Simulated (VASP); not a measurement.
# NaI (Fm-3m) in VASP: single point with PBE0

Aim: the single point of NaI with PBE0.

Program: VASP 6.6.1. These are calculated values, not measurements. Logs are shortened: lines on timing, memory, paths and dates and some standing lists are left out, and cuts for length are marked.

## Step 1: The cell of the first run

The structure is cubic, space group Fm-3m (No. 225). Conventional cell: a = 6.459 Å, b = 6.459 Å, c = 6.459 Å, α = 90.00°, β = 90.00°, γ = 90.00°. Na (site symmetry m-3m) has 6 I at 3.23 Å within 4.2 Å. Within 4.2 Å of I (site symmetry m-3m) lie 6 Na at 3.23 Å.

## Step 2: Single point, PBE0

POSCAR reads:

```
NaI
1.0
    0.0000000000      3.2296804382      3.2296804382
    3.2296804382      0.0000000000      3.2296804382
    3.2296804382      3.2296804382      0.0000000000
Na I
1 1
Direct
    0.0000000000      0.0000000000      0.0000000000
    0.5000000000      0.5000000000      0.5000000000
```

INCAR.step1 reads:

```
PREC     = Accurate       # precision mode
ENCUT    = 520            # plane-wave cutoff, eV
EDIFF    = 1E-5           # SCF threshold, eV
ISMEAR   = 0              # smearing method
SIGMA    = 0.01           # smearing width, eV
LREAL    = False          # projectors in reciprocal space
LASPH    = True           # aspherical terms in the spheres
NELM     = 60             # most SCF steps
ALGO     = Normal         # electronic algorithm
ISIF     = 2              # what is computed and relaxed
LWAVE    = True           # write WAVECAR
LCHARG   = False          # write CHGCAR
GGA      = PE             # functional
NBANDS   = 14             # bands
```

INCAR.step2 reads:

```
PREC     = Accurate       # precision mode
ENCUT    = 520            # plane-wave cutoff, eV
EDIFF    = 1E-6           # SCF threshold, eV
ISMEAR   = 0              # smearing method
SIGMA    = 0.01           # smearing width, eV
LREAL    = False          # projectors in reciprocal space
LASPH    = True           # aspherical terms in the spheres
NELM     = 60             # most SCF steps
ALGO     = Normal         # electronic algorithm
ISIF     = 2              # what is computed and relaxed
LWAVE    = False          # write WAVECAR
LCHARG   = False          # write CHGCAR
GGA      = PE             # functional
LHFCALC  = True           # exact exchange
AEXX     = 0.25           # exact-exchange fraction
PRECFOCK = Normal       
ISTART   = 1            
NBANDS   = 14             # bands
```

KPOINTS reads:

```
Automatic mesh
0
Gamma
  6 6 6
```

Potentials or basis: VASP PAW PBE potentials, release 64 (Na_pv, I).

On the command line:

```sh
> cat potpaw_PBE.64/Na_pv/POTCAR potpaw_PBE.64/I/POTCAR > POTCAR
> cp INCAR.step1 INCAR
> mpirun -np 1 vasp_std > vasp.out
> cp INCAR.step2 INCAR
> mpirun -np 1 vasp_std > vasp.out
```

OUTCAR:

```text
PREC = Accurate
   ENCUT = 520
   EDIFF = 1E-6
   ISMEAR = 0
   LREAL = False
   LASPH = True
   NELM = 60
   ISIF = 2
   GGA = PE
   LHFCALC = True
   AEXX = 0.25
   PRECFOCK = Normal
   ISTART = 1

 ion  position               nearest neighbor table
   1  0.000  0.000  0.000-
   2  0.500  0.500  0.500-

  LATTYP: Found a face centered cubic cell.
 ALAT       =     6.4593608764

  Lattice vectors:

 A1 = (   0.0000000000,   3.2296804382,   3.2296804382)
 A2 = (   3.2296804382,   0.0000000000,   3.2296804382)
 A3 = (   3.2296804382,   3.2296804382,   0.0000000000)

Analysis of symmetry for initial positions (statically):
=====================================================================
 Subroutine PRICEL returns:
 Original cell was already a primitive cell.

 Routine SETGRP: Setting up the symmetry group for a
 face centered cubic supercell.

 Subroutine GETGRP returns: Found 48 space group operations
 (whereof 48 operations were pure point group operations)
 out of a pool of 48 trial point group operations.

The static configuration has the point symmetry O_h .

Analysis of symmetry for dynamics (positions and initial velocities):
=====================================================================
 Subroutine PRICEL returns:
 Original cell was already a primitive cell.

 Routine SETGRP: Setting up the symmetry group for a
 face centered cubic supercell.

 Subroutine GETGRP returns: Found 48 space group operations
 (whereof 48 operations were pure point group operations)
 out of a pool of 48 trial point group operations.

The dynamic configuration has the point symmetry O_h .

 Subroutine INISYM returns: Found 48 space group operations
 (whereof 48 operations are pure point group operations),
 and found     1 'primitive' translations

----------------------------------------------------------------------------------------

                                     Primitive cell

  volume of cell :      67.3765

  direct lattice vectors                    reciprocal lattice vectors
     0.000000000  3.229680438  3.229680438    -0.154814078  0.154814078  0.154814078
     3.229680438  0.000000000  3.229680438     0.154814078 -0.154814078  0.154814078
     3.229680438  3.229680438  0.000000000     0.154814078  0.154814078 -0.154814078

  length of vectors
     4.567457878  4.567457878  4.567457878     0.268145849  0.268145849  0.268145849

  position of ions in fractional coordinates (direct lattice)
[... 89 lines left out ...]
     AMIX     =   0.40;   BMIX     =  1.00
     AMIX_MAG =   1.60;   BMIX_MAG =  1.00
  volume/ion in A,a.u.               =      33.69       227.34
  Fermi-wavevector in a.u.,A,eV,Ry     =   0.969649  1.832371 12.792463  0.940219
  Thomas-Fermi vector in A             =   2.099719
   LORBIT       =      0    0 simple, 1 ext, 2 COOP (PROOUT), +10 PAW based schemes
   GGA     = PE    functional components
   LHFCALC =     T    Hartree Fock is set to
   PRECFOCK=normal    Normal, Fast or Accurate (Low or Medium for compatibility)
   ENCUT4O =  -1.0   cutoff for four orbital integrals eV
   NKREDX  =     1    reduce k-point grid by
   NKREDY  =     1    reduce k-point grid by
   NKREDZ  =     1    reduce k-point grid by
   AEXX    =    0.2500 exact exchange contribution
   HFSCREEN=    0.0000 screening length (either q_TF or 0.3 A-1)
   HFSCREENC=   0.0000 screening length for correlation (either q_TF or 0.3 A-1)
   ENCUTFOCK=  -1.0 apply spherical cutoff to Coloumb kernel
   IVDW    =     0    specifies the selected vdW correction
   LEPSILON=     F    determine dielectric tensor
   LRPA    =     F    only Hartree local field effects (RPA)
 non-spin polarized calculation
 Gauss-broadening in eV      SIGMA  =   0.01
  energy-cutoff  :      520.00
  volume of cell :       67.38
 maximum number of plane-waves:      1837
 NGX is ok and might be reduce to    36
  NGX = 28; NGY = 28; NGZ = 28

 number of electron      13.9999994 magnetization

 Free energy of the ion-electron system (eV)
  ---------------------------------------------------
  ext. energy  EPLUGINS =         0.00000000
  ---------------------------------------------------
  free energy    TOTEN  =        -6.77323900 eV

  energy without entropy =       -6.77323900  energy(sigma->0) =       -6.77323900

 E-fermi :  -0.1662     XC(G=0):  -6.1118

 val. band max:       -0.2366847790   @ k =   0.0000   0.0000   0.0000
 cond. band min:       5.1107361427   @ k =   0.0000   0.0000   0.0000
 fundamental gap:      5.3474209217
 Fermi energy:        -0.1661757530

 k-point     1 :       0.0000    0.0000    0.0000
  band No.  band energies     occupation
      1     -25.0603      2.00000
      2     -25.0603      2.00000
      3     -25.0603      2.00000
      4     -12.2682      2.00000
      5      -0.2367      2.00000
      6      -0.2367      2.00000
      7      -0.2367      2.00000
      8       5.1107      0.00000
      9       9.4978      0.00000
     10       9.4978      0.00000
     11       9.4978      0.00000
     12      11.4744      0.00000
     13      11.4744      0.00000
     14      11.9927      0.00000
[... 241 lines left out ...]
      1     -25.0639      2.00000
      2     -25.0627      2.00000
      3     -25.0621      2.00000
      4     -11.8038      2.00000
      5      -2.0940      2.00000
      6      -1.4627      2.00000
      7      -1.2069      2.00000
      8       6.9212      0.00000
      9       7.9659      0.00000
     10      10.1927      0.00000
     11      10.3272      0.00000
     12      13.4596      0.00000
     13      14.3056      0.00000
     14      14.5405      0.00000

------------------------ aborting loop because EDIFF is reached ----------------------------------------

  FORCE on cell =-STRESS in cart. coord.  units (eV):
  Direction    XX          YY          ZZ          XY          YZ          ZX
  --------------------------------------------------------------------------------------
  -------------------------------------------------------------------------------------
  Total        0.0686729      0.0686729      0.0686729      0.0000000      0.0000000      0.0000000
  in kB        1.6330042      1.6330042      1.6330042      0.0000000      0.0000000      0.0000000
  external PRESSURE =       1.6330042 kB  Pullay stress =       0.0000000 kB

 VOLUME and BASIS-vectors are now :
 -----------------------------------------------------------------------------
  energy-cutoff  :      520.00
  volume of cell :       67.38
      direct lattice vectors                 reciprocal lattice vectors
     0.000000000  3.229680438  3.229680438    -0.154814078  0.154814078  0.154814078
     3.229680438  0.000000000  3.229680438     0.154814078 -0.154814078  0.154814078
     3.229680438  3.229680438  0.000000000     0.154814078  0.154814078 -0.154814078

 POSITION                                       TOTAL-FORCE (eV/Angst)
 -----------------------------------------------------------------------------------
      0.00000      0.00000      0.00000         0.000000      0.000000      0.000000
      3.22968      3.22968      3.22968        -0.000000     -0.000000     -0.000000
 -----------------------------------------------------------------------------------
    total drift:                               -0.000000     -0.000000     -0.000000

  FREE ENERGIE OF THE ION-ELECTRON SYSTEM (eV)
  ---------------------------------------------------
  free  energy   TOTEN  =        -6.7732390041 eV

  energy  without entropy=       -6.7732390041  energy(sigma->0) =       -6.77323900
```

OUTCAR.step1:

```text
PREC = Accurate
   ENCUT = 520
   EDIFF = 1E-5
   ISMEAR = 0
   LREAL = False
[... 484 lines left out ...]
      0.00000      0.00000      0.00000        -0.000000     -0.000000     -0.000000
      3.22968      3.22968      3.22968         0.000000      0.000000      0.000000
 -----------------------------------------------------------------------------------
    total drift:                                0.000000      0.000000      0.000000

  FREE ENERGIE OF THE ION-ELECTRON SYSTEM (eV)
  ---------------------------------------------------
  free  energy   TOTEN  =        -5.3836268241 eV

  energy  without entropy=       -5.3836268241  energy(sigma->0) =       -5.38362682
```

Run time: 78 min. Hardware: 1 thread of Intel Xeon 8259CL, shared host; peak memory 0.24 GiB.

What came out:

| Quantity | Value |
| --- | --- |
| Free energy | -6.7732 eV |
| Pressure | 0.2 GPa |
| Band gap on the k mesh | 5.35 eV |

Caveat: the PAW data sets were made with another functional, which shifts forces and pressure a little; spin-orbit coupling is left out, which moves the levels of the heavy elements.
